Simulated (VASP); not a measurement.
# Sn (Pm-3m) in VASP: notebook, part 2 of 2

VASP 6.6.1. The steps go on from the part before.

## (3) Single point, revPBE (volume scaled by 1.04)

File INCAR:

```
PREC     = Accurate       # precision mode
ENCUT    = 520            # plane-wave cutoff, eV
EDIFF    = 1E-6           # SCF threshold, eV
ISMEAR   = -1             # smearing method
SIGMA    = 0.1            # smearing width, eV
LREAL    = F              # projectors in reciprocal space
LASPH    = T              # aspherical terms in the spheres
NELM     = 80             # most SCF steps
ALGO     = Normal         # electronic algorithm
ISIF     = 2              # what is computed and relaxed
LWAVE    = F              # write WAVECAR
LCHARG   = T              # write CHGCAR
GGA      = RE             # functional
LELF     = T              # ELF
LVHAR    = T            
NBANDS   = 13             # bands
```

File KPOINTS:

```
Automatic mesh
0
Gamma
  11 11 11
```

File POSCAR:

```
Sn
1.0
    3.1466187444      0.0000000000      0.0000000000
    0.0000000000      3.1466187444      0.0000000000
    0.0000000000      0.0000000000      3.1466187444
Sn
1
Direct
    0.0000000000      0.0000000000      0.0000000000
```

Potentials or basis: VASP PAW PBE potentials, release 64 (Sn_d).

Run with:

```bash
> cat potpaw_PBE.64/Sn_d/POTCAR > POTCAR
> mpirun -np 1 vasp_std > vasp.out
```

OUTCAR:

```text
PREC = Accurate
   ENCUT = 520
   EDIFF = 1E-6
   ISMEAR = -1
   LREAL = F
   LASPH = T
   NELM = 80
   ISIF = 2
   GGA = RE

 ion  position               nearest neighbor table
   1  0.000  0.000  0.000-

  LATTYP: Found a simple cubic cell.
 ALAT       =     3.1466187444

  Lattice vectors:

 A1 = (   3.1466187444,   0.0000000000,   0.0000000000)
 A2 = (   0.0000000000,   3.1466187444,   0.0000000000)
 A3 = (   0.0000000000,   0.0000000000,   3.1466187444)

[... 552 lines left out ...]
      4     -14.9190      2.00000
      5     -14.8767      2.00000
      6      -2.4943      2.00000
      7       5.7814      1.99011
      8      11.0310      0.00000
      9      11.3047      0.00000
     10      17.3607      0.00000
     11      17.4977      0.00000
     12      19.4366      0.00000
     13      20.0681      0.00000

 [... further k-points ...]
[... 5 lines left out ...]
  --------------------------------------------------------------------------------------
  -------------------------------------------------------------------------------------
  Total       -0.2380519     -0.2380519     -0.2380519      0.0000000     -0.0000000     -0.0000000
  in kB      -12.2419270    -12.2419270    -12.2419270      0.0000000     -0.0000000     -0.0000000
  external PRESSURE =     -12.2419270 kB  Pullay stress =       0.0000000 kB

 VOLUME and BASIS-vectors are now :
 -----------------------------------------------------------------------------
  energy-cutoff  :      520.00
  volume of cell :       31.16
      direct lattice vectors                 reciprocal lattice vectors
     3.146618744  0.000000000  0.000000000     0.317801450  0.000000000  0.000000000
     0.000000000  3.146618744  0.000000000     0.000000000  0.317801450  0.000000000
     0.000000000  0.000000000  3.146618744     0.000000000  0.000000000  0.317801450

 POSITION                                       TOTAL-FORCE (eV/Angst)
 -----------------------------------------------------------------------------------
      0.00000      0.00000      0.00000         0.000000      0.000000      0.000000
 -----------------------------------------------------------------------------------
    total drift:                                0.000000      0.000000      0.000000

  FREE ENERGIE OF THE ION-ELECTRON SYSTEM (eV)
  ---------------------------------------------------
  free  energy   TOTEN  =        -3.4615520825 eV

  energy  without entropy=       -3.4372714717  energy(sigma->0) =       -3.44941178
```

OSZICAR:

```text
N       E                     dE             d eps       ncg     rms          rms(c)
DAV:   1     0.852765979570E+02    0.85277E+02   -0.74394E+03  1491   0.154E+03
DAV:   2     0.286861298599E+01   -0.82408E+02   -0.79773E+02  1581   0.350E+02
DAV:   3    -0.331933695903E+01   -0.61879E+01   -0.61686E+01  1691   0.777E+01
DAV:   4    -0.345623268029E+01   -0.13690E+00   -0.13687E+00  1711   0.125E+01
DAV:   5    -0.346110426798E+01   -0.48716E-02   -0.48715E-02  1951   0.228E+00    0.142E+00
DAV:   6    -0.345971253592E+01    0.13917E-02   -0.90832E-03  1860   0.157E+00    0.814E-01
DAV:   7    -0.346135571799E+01   -0.16432E-02   -0.72956E-03  1781   0.139E+00    0.105E-01
DAV:   8    -0.346155212962E+01   -0.19641E-03   -0.10314E-03  1746   0.484E-01    0.335E-02
DAV:   9    -0.346155101488E+01    0.11147E-05   -0.26054E-05  1822   0.570E-02    0.249E-02
DAV:  10    -0.346155150966E+01   -0.49479E-06   -0.19971E-05  1591   0.658E-02    0.764E-03
DAV:  11    -0.346155208254E+01   -0.57288E-06   -0.71424E-07  1248   0.148E-02
   1 F= -.34615521E+01 E0= -.34494118E+01  d E =-.242806E-01
```

It took 20 s on 1 thread of Intel Xeon 8259CL, shared host; peak memory 0.14 GiB.

What came out:

```yaml
Free_energy: -3.4616 eV
Pressure: -1.2 GPa
Band_gap_on_the_k_mesh: zero (band 7 reaches 11.45 eV, above the bottom of band 8 at 4.68 eV)
```

Caveat: the PAW data sets were made with another functional, which shifts forces and pressure a little; spin-orbit coupling is left out, which moves the levels of the heavy elements.

## (4) Single point, revPBE (volume scaled by 1.08)

File INCAR:

```
PREC = Accurate
ENCUT = 520
EDIFF = 1E-6
ISMEAR = -1
SIGMA = 0.1
LREAL = False
LASPH = True
NELM = 100
ALGO = Normal
ISIF = 2
LWAVE = False
LCHARG = False
GGA = RE
NBANDS = 13
```

File KPOINTS:

```
regular mesh
0
Gamma
  11 11 11
```

File POSCAR:

```
Sn
1.0
    3.1864535902      0.0000000000      0.0000000000
    0.0000000000      3.1864535902      0.0000000000
    0.0000000000      0.0000000000      3.1864535902
Sn
1
Direct
    0.0000000000      0.0000000000      0.0000000000
```

Run with:

```bash
> cat potpaw_PBE.64/Sn_d/POTCAR > POTCAR
> mpirun -np 1 vasp_std > vasp.out
```

Wall time 22 s (1 thread of Intel Xeon 8259CL, shared host); peak memory 0.15 GiB.

The run converged. Its results:

- Free energy: -3.4477 eV
- Pressure: -2.5 GPa
- Band gap on the k mesh: zero (band 7 reaches 10.90 eV, above the bottom of band 8 at 4.35 eV)

Levels at points of the mesh, in eV from the Fermi level:
| k point | band 3 | band 4 | band 5 | band 6 | band 7 | band 8 | band 9 | band 10 | band 11 | band 12 |
| --- | --- | --- | --- | --- | --- | --- | --- | --- | --- | --- |
| (0.00, 0.00, 0.00) | -21.19 | -21.19 | -21.19 | -9.91 | 4.98 | 4.98 | 4.98 | 8.25 | 8.25 | 9.21 |

Caveat: the PAW data sets were made with another functional, which shifts forces and pressure a little; spin-orbit coupling is left out, which moves the levels of the heavy elements.

## (5) Single point, revPBE (volume scaled by 1.12)

File INCAR:

```
ALGO     = Normal         # electronic algorithm
EDIFF    = 1E-6           # SCF threshold, eV
ENCUT    = 520            # plane-wave cutoff, eV
GGA      = RE             # functional
ISIF     = 2              # what is computed and relaxed
ISMEAR   = -1             # smearing method
LASPH    = T              # aspherical terms in the spheres
LCHARG   = T              # write CHGCAR
LELF     = T              # ELF
LREAL    = F              # projectors in reciprocal space
LVHAR    = T            
LWAVE    = F              # write WAVECAR
NBANDS   = 13             # bands
NELM     = 100            # most SCF steps
PREC     = Accurate       # precision mode
SIGMA    = 0.1            # smearing width, eV
```

File KPOINTS:

```
k-points
0
Gamma
  11 11 11
```

File POSCAR:

```
Sn
1.0
    3.2253166105      0.0000000000      0.0000000000
    0.0000000000      3.2253166105      0.0000000000
    0.0000000000      0.0000000000      3.2253166105
Sn
1
Direct
    0.0000000000      0.0000000000      0.0000000000
```

Run with:

```bash
> cat potpaw_PBE.64/Sn_d/POTCAR > POTCAR
> mpirun -np 1 vasp_std > vasp.out
```

Run time: 22 s. Hardware: 1 thread of Intel Xeon 8259CL, shared host; peak memory 0.15 GiB.

It converged, with:

| Property | Result |
| --- | --- |
| Free energy | -3.4256 eV |
| Pressure | -3.5 GPa |
| Band gap on the k mesh | zero (band 7 reaches 10.40 eV, above the bottom of band 8 at 4.05 eV) |

Levels at points of the mesh, in eV from the Fermi level:
```tsv
k point	band 3	band 4	band 5	band 6	band 7	band 8	band 9	band 10	band 11	band 12
(0.00, 0.00, 0.00)	-21.20	-21.20	-21.20	-9.71	4.83	4.83	4.83	8.12	8.12	8.94
```

Caveat: the PAW data sets were made with another functional, which shifts forces and pressure a little; spin-orbit coupling is left out, which moves the levels of the heavy elements.

## (6) Single point, revPBE

File INCAR:

```
SYSTEM = Sn
ALGO = Normal
EDIFF = 1E-6
ENCUT = 520
GGA = RE
ISIF = 2
ISMEAR = -1
LASPH = .True.
LCHARG = .True.
LELF = .True.
LREAL = .False.
LVHAR = .True.
LWAVE = .False.
NBANDS = 13
NELM = 100
PREC = Accurate
SIGMA = 0.1
```

File KPOINTS:

```
k-points
0
Gamma
  17 17 17
  0 0 0
```

File POSCAR:

```
Sn
1.0
    3.1057489399      0.0000000000      0.0000000000
    0.0000000000      3.1057489399      0.0000000000
    0.0000000000      0.0000000000      3.1057489399
Sn
1
Direct
    0.0000000000      0.0000000000      0.0000000000
```

Potentials or basis: VASP PAW PBE potentials, release 64 (Sn_d).

Run with:

```bash
> cat potpaw_PBE.64/Sn_d/POTCAR > POTCAR
> mpirun -np 1 vasp_std > vasp.out
```

OUTCAR:

```text
SYSTEM = Sn
   EDIFF = 1E-6
   ENCUT = 520
   GGA = RE
   ISIF = 2
   ISMEAR = -1
   LASPH = .True.
   LREAL = .False.
   NELM = 100
   PREC = Accurate

 ion  position               nearest neighbor table
   1  0.000  0.000  0.000-

  LATTYP: Found a simple cubic cell.
 ALAT       =     3.1057489399

  Lattice vectors:

 A1 = (   3.1057489399,   0.0000000000,   0.0000000000)
 A2 = (   0.0000000000,   3.1057489399,   0.0000000000)
 A3 = (   0.0000000000,   0.0000000000,   3.1057489399)

Analysis of symmetry for initial positions (statically):
=====================================================================
 Subroutine PRICEL returns:
 Original cell was already a primitive cell.

 Routine SETGRP: Setting up the symmetry group for a
 simple cubic supercell.

 Subroutine GETGRP returns: Found 48 space group operations
 (whereof 48 operations were pure point group operations)
 out of a pool of 48 trial point group operations.

The static configuration has the point symmetry O_h .

Analysis of symmetry for dynamics (positions and initial velocities):
=====================================================================
 Subroutine PRICEL returns:
 Original cell was already a primitive cell.

 Routine SETGRP: Setting up the symmetry group for a
 simple cubic supercell.

 Subroutine GETGRP returns: Found 48 space group operations
 (whereof 48 operations were pure point group operations)
 out of a pool of 48 trial point group operations.

The dynamic configuration has the point symmetry O_h .

 Subroutine INISYM returns: Found 48 space group operations
 (whereof 48 operations are pure point group operations),
 and found     1 'primitive' translations

----------------------------------------------------------------------------------------

                                     Primitive cell

[... 108 lines left out ...]
     AMIX_MAG =   1.60;   BMIX_MAG =  1.00
  volume/ion in A,a.u.               =      29.96       202.16
  Fermi-wavevector in a.u.,A,eV,Ry     =   1.270431  2.400767 21.959742  1.613996
  Thomas-Fermi vector in A             =   2.403419
   LORBIT       =      0    0 simple, 1 ext, 2 COOP (PROOUT), +10 PAW based schemes
   GGA     = RE    functional components
   LHFCALC =     F    Hartree Fock is set to
   AEXX    =    0.0000 exact exchange contribution
   IVDW    =     0    specifies the selected vdW correction
   LEPSILON=     F    determine dielectric tensor
   LRPA    =     F    only Hartree local field effects (RPA)
 non-spin polarized calculation
  energy-cutoff  :      520.00
  volume of cell :       29.96
 maximum number of plane-waves:       840
 NGX is ok and might be reduce to    24
   NGX = 11   NGY = 11   NGZ = 11

 number of electron      13.9999985 magnetization

 Free energy of the ion-electron system (eV)
  ---------------------------------------------------
  ext. energy  EPLUGINS =         0.00000000
  ---------------------------------------------------
  free energy    TOTEN  =        -3.47331284 eV

  energy without entropy =       -3.45352312  energy(sigma->0) =       -3.46341798

 E-fermi :   6.8225     XC(G=0):  -9.7358

 val. band max:        6.8163910727   @ k =   0.2353   0.0000   0.0000
 cond. band min:       6.8254886501   @ k =   0.2941   0.2941   0.1765
 fundamental gap:      0.0090975774
 Fermi energy:         6.8225419910

 k-point     1 :       0.0000    0.0000    0.0000
  band No.  band energies     occupation
      1     -14.7767      2.00000
      2     -14.7767      2.00000
      3     -14.4369      2.00000
      4     -14.4369      2.00000
      5     -14.4369      2.00000
      6      -3.6505      2.00000
      7      12.0290      0.00000
      8      12.0290      0.00000
      9      12.0290      0.00000
     10      15.2885      0.00000
     11      15.2885      0.00000
     12      16.5475      0.00000
     13      26.5906      0.00000
[... 354 lines left out ...]
  band No.  band energies     occupation
      1     -14.7348      2.00000
      2     -14.5403      2.00000
      3     -14.5231      2.00000
      4     -14.4898      2.00000
      5     -14.4410      2.00000
      6      -0.6284      2.00000
      7       2.7484      2.00000
      8      12.3608      0.00000
      9      14.6711      0.00000
     10      16.0312      0.00000
     11      18.4825      0.00000
     12      19.2015      0.00000
     13      20.2469      0.00000

 [... further k-points ...]
[... 5 lines left out ...]
  --------------------------------------------------------------------------------------
  -------------------------------------------------------------------------------------
  Total        0.0418755      0.0418755      0.0418755     -0.0000000      0.0000000      0.0000000
  in kB        2.2396061      2.2396061      2.2396061     -0.0000000      0.0000000      0.0000000
  external PRESSURE =       2.2396061 kB  Pullay stress =       0.0000000 kB

 VOLUME and BASIS-vectors are now :
 -----------------------------------------------------------------------------
  energy-cutoff  :      520.00
  volume of cell :       29.96
      direct lattice vectors                 reciprocal lattice vectors
     3.105748940  0.000000000  0.000000000     0.321983528  0.000000000  0.000000000
     0.000000000  3.105748940  0.000000000     0.000000000  0.321983528  0.000000000
     0.000000000  0.000000000  3.105748940     0.000000000  0.000000000  0.321983528

 POSITION                                       TOTAL-FORCE (eV/Angst)
 -----------------------------------------------------------------------------------
      0.00000      0.00000      0.00000         0.000000      0.000000      0.000000
 -----------------------------------------------------------------------------------
    total drift:                                0.000000     -0.000000      0.000000

  FREE ENERGIE OF THE ION-ELECTRON SYSTEM (eV)
  ---------------------------------------------------
  free  energy   TOTEN  =        -3.4733128443 eV

  energy  without entropy=       -3.4535231176  energy(sigma->0) =       -3.46341798
```

stdout:

```text
POSCAR found type information on POSCAR Sn
 POSCAR found :  1 types and       1 ions
 scaLAPACK will be used
 -----------------------------------------------------------------------------
|                                                                             |
|                                                                             |
|     You enforced a specific xc type in the INCAR file but a different       |
|     I HOPE YOU KNOW WHAT YOU ARE DOING!                                     |
|                                                                             |
 -----------------------------------------------------------------------------

 LDA part: xc-table for (Slater+PW92), standard interpolation
 POSCAR, INCAR and KPOINTS ok, starting setup
 FFT: planning ... GRIDC
 FFT: planning ... GRID_SOFT
 FFT: planning ... GRID
 WAVECAR not read
 entering main loop
```

Wall time 56 s (1 thread of Intel Xeon 8259CL, shared host); peak memory 0.18 GiB.

Results:

```yaml
Free_energy: -3.4733 eV
Pressure: 0.2 GPa
Band_gap_on_the_k_mesh: zero (band 7 reaches 12.03 eV, above the bottom of band 8 at 4.89 eV)
```

Caveat: the PAW data sets were made with another functional, which shifts forces and pressure a little; spin-orbit coupling is left out, which moves the levels of the heavy elements.

## (7) The runs side by side

```tsv
cell	k mesh	gap on the mesh (eV)	pressure (GPa)
a = 3.106 Å, 1 atom	11 × 11 × 11	none	0.3
a = 3.147 Å, 1 atom	11 × 11 × 11	none	-1.2
a = 3.186 Å, 1 atom	11 × 11 × 11	none	-2.5
a = 3.225 Å, 1 atom	11 × 11 × 11	none	-3.5
a = 3.106 Å, 1 atom	17 × 17 × 17	none	0.2
```

Alike in all rows: task single point; level revPBE; potentials or basis VASP PAW PBE potentials, release 64 (Sn_d); no spin polarisation; cutoff (eV) 520; smearing fermi-dirac 0.1 eV.

Caveats: the PAW data sets were made with another functional, which shifts forces and pressure a little; spin-orbit coupling is left out, which moves the levels of the heavy elements.

Total energies depend on the potentials used, so only differences within one code and one set of settings carry meaning.
